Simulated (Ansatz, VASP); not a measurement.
**TaN: VASP beside Ansatz**

```
CELL_PARAMETERS angstrom
2.96244 0.00000 0.00000
0.00000 2.96244 0.00000
0.00000 0.00000 3.09187
ATOMIC_POSITIONS crystal
Ta 0.00000 0.00000 0.50000
N 0.50000 0.50000 0.50000
```

Alike in both runs: task single point; functional PBE; k mesh 18 × 18 × 18; occupations gaussian, width 0.1 eV; no spin polarisation.

```csv
,VASP,Ansatz
version,VASP 6.6.1,Ansatz 0.2.0
potentials or method,"VASP PAW PBE potentials, release 64 (Ta_pv, N), cutoff 520 eV","scalar-relativistic, plane waves, PAW"
valence electrons in the cell,16,18
```

VASP gave:

- gap on the k mesh at the Fermi level (eV): none
- pressure (GPa): 0.4
- traceless stress, the component that is largest in VASP (GPa): -0.49

What did Ansatz give for the same quantities?

gap on the k mesh at the Fermi level (eV): none; pressure (GPa): 0.0; traceless stress, the component that is largest in VASP (GPa): 0.00.

A gap of «none» marks a metal or a gap that the smearing closes. VASP's potentials hold 16 valence electrons a cell and Ansatz's 18, so a difference there can come from the potentials and not from the codes.

Neither program's run includes spin-orbit coupling.
